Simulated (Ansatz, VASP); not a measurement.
One calculation of As, two programs

```
As
1.0
     3.40600    0.00000    0.00000
    -1.70300    2.94968    0.00000
     0.00000    0.00000   28.57424
As
2
Direct
  0.33333 0.66667 0.47381
  0.66667 0.33333 0.52619
```

Alike in both runs: task single point; functional PBE; dispersion D3(BJ); k mesh 9 × 9 × 1; occupations gaussian, width 0.02 eV; no spin polarisation.

|  | VASP | Ansatz |
| --- | --- | --- |
| version | VASP 6.6.1 | Ansatz 0.2.0 |
| potentials or method | VASP PAW PBE potentials, release 64 (As), cutoff 520 eV | scalar-relativistic, plane waves, PAW |
| valence electrons in the cell | 10 | 30 |

VASP gave:

| Property | Result |
| --- | --- |
| gap on the k mesh at the Fermi level (eV) | 0.53 |
| least direct gap on the mesh (eV) | 2.21 |
| rms of the force components (eV/Å) | 0.371 |

Problem. Which values does Ansatz return?

Solution. gap on the k mesh at the Fermi level (eV): 0.52; least direct gap on the mesh (eV): 2.21; rms of the force components (eV/Å): 0.426.

Atom by atom the forces differ by 0.055 eV/Å (rms over components). VASP's potentials hold 10 valence electrons a cell and Ansatz's 30, so a difference there can come from the potentials and not from the codes.
